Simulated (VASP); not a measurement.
A run of VASP 6.6.1 is set up as follows.

INCAR

```
ALGO = Normal
DIPOL = 0.5 0.5 0.500
EDIFF = 1E-7
ENCUT = 520
GGA = PE
IDIPOL = 3
ISIF = 2
ISMEAR = 0
IVDW = 12
LASPH = T
LCHARG = F
LDIPOL = T
LREAL = F
LWAVE = F
NBANDS = 32
NELM = 60
PREC = Accurate
SIGMA = 0.05
```

Contents of KPOINTS:

```
k-points
0
Gamma
  9 9 1
```

File POSCAR:

```
TaS2
1.0
    3.3393619000      0.0000000000      0.0000000000
   -1.6696809500      2.8920797000      0.0000000000
    0.0000000000      0.0000000000     31.8398946806
S Ta
4 2
Direct
    0.2511883181      0.5023766363      0.2674510575
    0.2511886263      0.5023772526      0.3653374768
    0.7488113701      0.4976227401      0.6346625354
    0.7488116851      0.4976233701      0.7325489309
    0.9178489931      0.8356979862      0.3163948037
    0.0821510073      0.1643020147      0.6836051958
```

Potentials or basis: VASP PAW PBE potentials, release 64 (S, Ta_pv).

Run with:

```bash
$ cat potpaw_PBE.64/S/POTCAR potpaw_PBE.64/Ta_pv/POTCAR > POTCAR
$ mpirun -np 1 vasp_std > vasp.out
```

Question: Predict the largest force.

Answer: 0.005 eV/Å.

Question: What does it give for the band gap on the k mesh?

Answer: Zero (band 23 reaches -0.86 eV, above the bottom of band 24 at -2.24 eV).

Question: Predict the dispersion energy per atom.

Answer: -0.286 eV.

Forces in eV/Å, atoms in the order of the input:
```
S    0.000  0.000 -0.002
S    0.000  0.000  0.005
S    0.000  0.000 -0.005
S    0.000  0.000  0.002
Ta   0.000  0.001  0.002
Ta   0.000 -0.001 -0.002
```

Caveat: spin-orbit coupling is left out, which moves the levels of the heavy elements.
